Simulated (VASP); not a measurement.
# GaCo (P4/mmm) in VASP: a series of runs

GaCo is run at these levels: PBEsol; tasks: single point.

Program: VASP 6.6.1. These are calculated values, not measurements. Logs are shortened: lines on timing, memory, paths and dates and some standing lists are left out, and cuts for length are marked.

**1. The cell of the first run**

It takes space group P4/mmm (No. 123, tetragonal). The conventional cell has a = 3.132 Å, b = 3.132 Å, c = 2.443 Å, α = 90.00°, β = 90.00°, γ = 90.00°. Within 3.2 Å of Ga (site symmetry 4/mmm) lie 6 Ga at 2.44 to 3.13 Å and 8 Co at 2.53 Å. Co (site symmetry 4/mmm) has 6 Co at 2.44 to 3.13 Å and 8 Ga at 2.53 Å within 3.2 Å.

**2. Single point, PBEsol**

Contents of INCAR:

```
SYSTEM = GaCo
PREC = Accurate
ENCUT = 520
EDIFF = 1E-6
ISMEAR = 0
SIGMA = 0.15
LREAL = .False.
LASPH = .True.
NELM = 80
ALGO = Fast
ISIF = 2
LWAVE = .False.
LCHARG = .True.
GGA = PS
LELF = .True.
LVHAR = .True.
NBANDS = 18
```

Contents of KPOINTS:

```
regular mesh
0
Gamma
  18 18 18
  0 0 0
```

Contents of POSCAR:

```
GaCo
1.0
    3.1320462885      0.0000000000      0.0000000000
    0.0000000000      3.1320462885      0.0000000000
    0.0000000000      0.0000000000      2.4429961051
Ga Co
1 1
Direct
    0.5000000000      0.5000000000      0.5000000000
    0.0000000000      0.0000000000      0.0000000000
```

Potentials or basis: VASP PAW PBE potentials, release 64 (Ga_d, Co).

Command:

```
$ cat potpaw_PBE.64/Ga_d/POTCAR potpaw_PBE.64/Co/POTCAR > POTCAR
$ mpirun -np 1 vasp_std > vasp.out
```

OUTCAR:

```text
SYSTEM = GaCo
   PREC = Accurate
   ENCUT = 520
   EDIFF = 1E-6
   ISMEAR = 0
   LREAL = .False.
   LASPH = .True.
   NELM = 80
   ISIF = 2
   GGA = PS

 ion  position               nearest neighbor table
   1  0.500  0.500  0.500-   2 2.53   2 2.53   2 2.53   2 2.53   2 2.53   2 2.53   2 2.53   2 2.53

   2  0.000  0.000  0.000-   1 2.53   1 2.53   1 2.53   1 2.53   1 2.53   1 2.53   1 2.53   1 2.53

  LATTYP: Found a simple tetragonal cell.
 ALAT       =     3.1320462885
 C/A-ratio  =     0.7800000000

  Lattice vectors:

 A1 = (   3.1320462885,   0.0000000000,   0.0000000000)
 A2 = (   0.0000000000,   3.1320462885,   0.0000000000)
 A3 = (   0.0000000000,   0.0000000000,   2.4429961051)

Analysis of symmetry for initial positions (statically):
=====================================================================
 Subroutine PRICEL returns:
 Original cell was already a primitive cell.

 Routine SETGRP: Setting up the symmetry group for a
 simple tetragonal supercell.

 Subroutine GETGRP returns: Found 16 space group operations
 (whereof 16 operations were pure point group operations)
 out of a pool of 16 trial point group operations.

The static configuration has the point symmetry D_4h.

Analysis of symmetry for dynamics (positions and initial velocities):
=====================================================================
 Subroutine PRICEL returns:
 Original cell was already a primitive cell.

 Routine SETGRP: Setting up the symmetry group for a
 simple tetragonal supercell.

 Subroutine GETGRP returns: Found 16 space group operations
 (whereof 16 operations were pure point group operations)
 out of a pool of 16 trial point group operations.

The dynamic configuration has the point symmetry D_4h.

 Subroutine INISYM returns: Found 16 space group operations
 (whereof 16 operations are pure point group operations),
 and found     1 'primitive' translations

----------------------------------------------------------------------------------------

                                     Primitive cell

  volume of cell :      23.9651

  direct lattice vectors                    reciprocal lattice vectors
     3.132046289  0.000000000  0.000000000     0.319280083  0.000000000  0.000000000
     0.000000000  3.132046289  0.000000000     0.000000000  0.319280083  0.000000000
     0.000000000  0.000000000  2.442996105     0.000000000  0.000000000  0.409333440

  length of vectors
     3.132046289  3.132046289  2.442996105     0.319280083  0.319280083  0.409333440

[... 76 lines left out ...]
   LSORBIT =      F    spin-orbit coupling
   LASPH  =      T    aspherical Exc in radial PAW
   ENCUT  =  520.0 eV  38.22 Ry    6.18 a.u.   5.82  5.82  4.54*2*pi/ulx,y,z
   NELM   =     80;   NELMIN=  2; NELMDL= -5     # of ELM steps
   EDIFF  = 0.1E-05   stopping-criterion for ELM
   LREAL  =      F    real-space projection
   EDIFFG = 0.1E-04   stopping-criterion for IOM
   NSW    =      0    number of steps for IOM
   IBRION =     -1    ionic relax: 0-MD 1-quasi-New 2-CG
   NFREE  =      0    steps in history (QN), initial steepest desc. (CG)
   ISIF   =      2    stress and relaxation
   ISYM   =      2    0-nonsym 1-usesym 2-fastsym
   POTIM  = 0.5000    time-step for ionic-motion
   TEBEG  =    0.0;   TEEND  =   0.0 temperature during run
   PSTRESS=    0.0 pullay stress
   NELECT =      22.0000    total number of electrons
   NUPDOWN=      -1.0000    fix difference up-down
   EMIN   =  10.00;   EMAX   =-10.00  energy-range for DOS
   EFERMI =   0.00;   METHOD = LEGACY
   ISMEAR =     0;   SIGMA  =   0.15  broadening in eV -4-tet -1-fermi 0-gaus
   EFERMI_NEDOS =   21; number of points for ismear=-14 and -15
   IALGO  =     68    algorithm
   IMIX   =      4    mixing-type and parameters
     AMIX     =   0.40;   BMIX     =  1.00
     AMIX_MAG =   1.60;   BMIX_MAG =  1.00
  volume/ion in A,a.u.               =      11.98        80.86
  Fermi-wavevector in a.u.,A,eV,Ry     =   1.591070  3.006687 34.443210  2.531504
  Thomas-Fermi vector in A             =   2.689667
   LORBIT       =      0    0 simple, 1 ext, 2 COOP (PROOUT), +10 PAW based schemes
   GGA     = PS    functional components
   LHFCALC =     F    Hartree Fock is set to
   AEXX    =    0.0000 exact exchange contribution
   IVDW    =     0    specifies the selected vdW correction
   LEPSILON=     F    determine dielectric tensor
   LRPA    =     F    only Hartree local field effects (RPA)
 non-spin polarized calculation
 RMM-DIIS sequential band-by-band and
 Gauss-broadening in eV      SIGMA  =   0.15
  energy-cutoff  :      520.00
  volume of cell :       23.97
 maximum number of plane-waves:       660
 NGX is ok and might be reduce to    24

 number of electron      22.0000002 magnetization

 Free energy of the ion-electron system (eV)
  ---------------------------------------------------
  ext. energy  EPLUGINS =         0.00000000
  ---------------------------------------------------
  free energy    TOTEN  =       -11.31291152 eV

  energy without entropy =      -11.28578200  energy(sigma->0) =      -11.29934676

 E-fermi :   9.3296     XC(G=0): -13.3047

 val. band max:        9.3274121720   @ k =   0.3333   0.1667   0.0000
 cond. band min:       9.3330025707   @ k =   0.5000   0.2222   0.3889
 fundamental gap:      0.0055903987
 Fermi energy:         9.3295931803

 k-point     1 :       0.0000    0.0000    0.0000
  band No.  band energies     occupation
      1      -6.0349      2.00000
      2      -5.5777      2.00000
      3      -5.4066      2.00000
      4      -5.2345      2.00000
      5      -5.2345      2.00000
      6      -2.5791      2.00000
[... 481 lines left out ...]
      5      -5.2332      2.00000
      6      -0.6936      2.00000
[... 10 lines left out ...]
     17      25.9742      0.00000
     18      26.4807      0.00000

 [... further k-points ...]
[... 5 lines left out ...]
  --------------------------------------------------------------------------------------
  -------------------------------------------------------------------------------------
  Total       -2.2048212     -2.2048212      3.8883188      0.0000000     -0.0000000      0.0000000
  in kB     -147.4024940   -147.4024940    259.9520967      0.0000000     -0.0000000      0.0000000
  external PRESSURE =     -11.6176304 kB  Pullay stress =       0.0000000 kB

 VOLUME and BASIS-vectors are now :
 -----------------------------------------------------------------------------
  energy-cutoff  :      520.00
  volume of cell :       23.97
      direct lattice vectors                 reciprocal lattice vectors
     3.132046289  0.000000000  0.000000000     0.319280083  0.000000000  0.000000000
     0.000000000  3.132046289  0.000000000     0.000000000  0.319280083  0.000000000
     0.000000000  0.000000000  2.442996105     0.000000000  0.000000000  0.409333440

 POSITION                                       TOTAL-FORCE (eV/Angst)
 -----------------------------------------------------------------------------------
      1.56602      1.56602      1.22150         0.000000      0.000000      0.000000
      0.00000      0.00000      0.00000         0.000000      0.000000      0.000000
 -----------------------------------------------------------------------------------
    total drift:                                0.000000     -0.000000     -0.000000

  FREE ENERGIE OF THE ION-ELECTRON SYSTEM (eV)
  ---------------------------------------------------
  free  energy   TOTEN  =       -11.3129115194 eV

  energy  without entropy=      -11.2857820015  energy(sigma->0) =      -11.29934676
```

Run time: 3.3 min. Hardware: 1 thread of Intel Xeon Platinum 8259CL at 2.50GHz (Skylake/Cascade Lake), shared host; peak memory 0.34 GiB.

What came out:

| Item | Value |
| --- | --- |
| Free energy | -11.3129 eV |
| Pressure | -1.2 GPa |
| Band gap on the k mesh | zero (band 11 reaches 11.01 eV, above the bottom of band 12 at 9.08 eV) |

Caveat: the PAW data sets were made with another functional, which shifts forces and pressure a little. Spin polarisation is off, so any magnetic state and its effect on volume and gap are missing.

**3. Single point, PBEsol**

This run uses another cell than the first one, of the same volume but with other edges.

Contents of INCAR:

```
SYSTEM = GaCo
PREC = Accurate
ENCUT = 520
EDIFF = 1E-7
ISMEAR = 0
SIGMA = 0.15
LREAL = .FALSE.
LASPH = .TRUE.
NELM = 60
ALGO = Fast
ISIF = 2
LWAVE = .FALSE.
LCHARG = .FALSE.
GGA = PS
NBANDS = 18
```

Contents of KPOINTS:

```
regular mesh
0
G
  18 18 18
  0 0 0
```

Contents of POSCAR:

```
GaCo
1.0
    2.6416701490      0.0000000000      0.0000000000
    0.0000000000      2.6416701490      0.0000000000
    0.0000000000      0.0000000000      3.4341711937
Ga Co
1 1
Direct
    0.5000000000      0.5000000000      0.5000000000
    0.0000000000      0.0000000000      0.0000000000
```

Potentials or basis: VASP PAW PBE potentials, release 64 (Ga_d, Co).

Command:

```
$ cat potpaw_PBE.64/Ga_d/POTCAR potpaw_PBE.64/Co/POTCAR > POTCAR
$ mpirun -np 1 vasp_std > vasp.out
```

Wall time 6.3 min (1 thread of Intel Xeon Platinum 8259CL at 2.50GHz (Skylake/Cascade Lake), shared host); peak memory 0.35 GiB.

It converged, with:

```
Free energy            : -11.6105 eV
Pressure               : -5.8 GPa
Band gap on the k mesh : zero (band 11 reaches 11.18 eV, above the bottom of band 12 at 8.76 eV)
```

Stress tensor (GPa, compression positive):
```
 -1.75   0.00   0.00
  0.00  -1.75   0.00
  0.00   0.00 -13.94
```

Levels at points of the mesh, in eV from the Fermi level:
```csv
k point,band 9,band 10,band 11,band 12,band 13,band 14
"(0.00, 0.00, 0.00)",-0.43,-0.43,0.08,0.35,6.64,8.75
"(0.50, 0.00, 0.00)",-1.98,-0.83,-0.36,1.10,8.02,8.27
"(0.50, 0.50, 0.00)",-1.53,-1.43,-1.43,0.59,3.31,5.15
"(0.00, 0.00, 0.50)",-0.91,-0.83,-0.83,0.08,11.95,11.95
"(0.50, 0.00, 0.50)",-2.39,-0.67,-0.44,-0.41,1.89,3.31
"(0.50, 0.50, 0.50)",-0.32,0.59,1.50,3.98,3.98,4.39
```

Caveat: the PAW data sets were made with another functional, which shifts forces and pressure a little. Spin polarisation is off, so any magnetic state and its effect on volume and gap are missing.

**4. Single point, PBEsol**

This run uses another cell than the first one, of the same volume but with other edges.

Contents of INCAR:

```
PREC = Accurate ; ENCUT = 520
EDIFF = 1E-6 ; ISMEAR = 0
SIGMA = 0.15 ; LREAL = False
LASPH = True ; NELM = 80
ALGO = Fast ; ISIF = 2
LWAVE = False ; LCHARG = False
GGA = PS ; NBANDS = 18
```

Contents of KPOINTS:

```
regular mesh
0
Gamma
  18 18 18
```

Contents of POSCAR:

```
GaCo
1.0
    2.7929434626      0.0000000000      0.0000000000
    0.0000000000      2.7929434626      0.0000000000
    0.0000000000      0.0000000000      3.0722378088
Ga Co
1 1
Direct
    0.5000000000      0.5000000000      0.5000000000
    0.0000000000      0.0000000000      0.0000000000
```

Command:

```
$ cat potpaw_PBE.64/Ga_d/POTCAR potpaw_PBE.64/Co/POTCAR > POTCAR
$ mpirun -np 1 vasp_std > vasp.out
```

It took 4.5 min on 1 thread of Intel Xeon Platinum 8259CL at 2.50GHz (Skylake/Cascade Lake), shared host; peak memory 0.35 GiB.

It converged, with:

| Item | Value |
| --- | --- |
| Free energy | -11.7378 eV |
| Pressure | -7.7 GPa |
| Band gap on the k mesh | zero (band 11 reaches 10.95 eV, above the bottom of band 12 at 9.15 eV) |

Stress tensor (GPa, compression positive):
```
 -6.49   0.00   0.00
  0.00  -6.49   0.00
  0.00   0.00 -10.01
```

Levels at points of the mesh, in eV from the Fermi level:
| k point | band 8 | band 9 | band 10 | band 11 | band 12 | band 13 | band 14 | band 15 |
| --- | --- | --- | --- | --- | --- | --- | --- | --- |
| (0.00, 0.00, 0.00) | -2.40 | -0.61 | -0.61 | -0.38 | 3.21 | 6.46 | 6.46 | 9.58 |
| (0.50, 0.00, 0.00) | -2.11 | -2.01 | -1.33 | -0.59 | 0.52 | 9.45 | 10.72 | 10.80 |
| (0.50, 0.50, 0.00) | -2.56 | -2.06 | -1.27 | -1.27 | 0.08 | 2.70 | 3.94 | 10.24 |
| (0.00, 0.00, 0.50) | -2.27 | -1.35 | -1.35 | -0.38 | -0.24 | 11.02 | 11.02 | 12.13 |
| (0.50, 0.00, 0.50) | -2.86 | -2.41 | -0.97 | -0.87 | -0.20 | 2.21 | 3.06 | 12.48 |
| (0.50, 0.50, 0.50) | -3.85 | -0.20 | 0.10 | 0.83 | 4.02 | 4.03 | 4.03 | 4.56 |

Caveat: the PAW data sets were made with another functional, which shifts forces and pressure a little. Spin polarisation is off, so any magnetic state and its effect on volume and gap are missing.

**5. Overview**

```csv
cell,further INCAR settings,gap on the mesh (eV),pressure (GPa)
"a = 3.132, b = 3.132, c = 2.443 Å, 2 atoms",ALGO = Fast; EDIFF = 1e-06; NBANDS = 18,none,-1.2
"a = 2.642, b = 2.642, c = 3.434 Å, 2 atoms",ALGO = Fast; EDIFF = 1e-07; NBANDS = 18,none,-5.8
"a = 2.793, b = 2.793, c = 3.072 Å, 2 atoms",ALGO = Fast; EDIFF = 1e-06; NBANDS = 18,none,-7.7
```

Alike in all rows: task single point; level PBEsol; potentials or basis VASP PAW PBE potentials, release 64 (Ga_d, Co); no spin polarisation; k mesh 18 × 18 × 18; cutoff (eV) 520; smearing gaussian 0.15 eV.

Caveats: the PAW data sets were made with another functional, which shifts forces and pressure a little.

Absolute energies hang on the potentials; compare differences alone.
